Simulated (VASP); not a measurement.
Write the native input for VASP 6.6.1 that does the following.

| Item | Value |
| --- | --- |
| Task | single point |
| Functional | PBE |
| Potentials or basis | VASP PAW PBE potentials, release 64 (Si) |
| Cutoff | 520 eV |
| k mesh | 2 × 2 × 2 |
| Occupations | gaussian, width 0.05 eV |
| Spin | no spin polarisation |
| Dipole correction | no |
| Further INCAR settings | LREAL = Auto; ALGO = Normal; EDIFF = 1e-06; NBANDS = 48 |

The structure of Si (a cell with a defect) lies in POSCAR:

```
Si
1.0
    0.0000000000      5.4300000000      5.4300000000
    5.4300000000      0.0000000000      5.4300000000
    5.4300000000      5.4300000000      0.0000000000
Si
17
Direct
   -0.0150704420      0.0023783610      0.0026860958
    0.0858731123      0.1377246777      0.1379364641
   -0.0146562615      0.0024177716      0.5094474217
    0.1279473297      0.1085022099      0.6317419890
   -0.0147231123      0.5092288214      0.0026481584
    0.1277284530      0.6314636280      0.1089199816
    0.0734911602      0.4752650092      0.4756167587
    0.1280590239      0.6314061694      0.6316389503
    0.4601093002      0.0129549724      0.0133610497
    0.6133756906      0.1226911602      0.1227412523
    0.5012003683     -0.0347764273      0.5173305709
    0.6137952118      0.1223933702      0.6410430939
    0.5008995396      0.5170719153     -0.0346479742
    0.6137329650      0.6405622468      0.1225981584
    0.5013876611      0.5159539595      0.5164686924
    0.6904384899      0.6029174954      0.6031309392
    0.5068517495      0.3307456722      0.3309209945
```

One way to write it, as run:

INCAR

```
SYSTEM = Si
PREC = Accurate
ENCUT = 520
EDIFF = 1E-6
ISMEAR = 0
SIGMA = 0.05
LREAL = Auto
LASPH = .TRUE.
NELM = 60
ALGO = Normal
ISIF = 2
LWAVE = .FALSE.
LCHARG = .FALSE.
GGA = PE
NBANDS = 48
```

KPOINTS

```
Automatic mesh
0
G
  2 2 2
  0 0 0
```

Potentials or basis: VASP PAW PBE potentials, release 64 (Si).

Launch:

```console
$ cat potpaw_PBE.64/Si/POTCAR > POTCAR
$ mpirun -np 1 vasp_std > vasp.out
```

It gave:

```
Pressure      : 4.5 GPa
Largest force : 0.081 eV/Å
```

Caveat: the k points lie up to 0.50 Å⁻¹ apart.

It took 2.7 min on 1 thread of Intel(R) Xeon(R) Platinum 8488C (Sapphire Rapids) (shared host), peak memory 0.46 GiB.
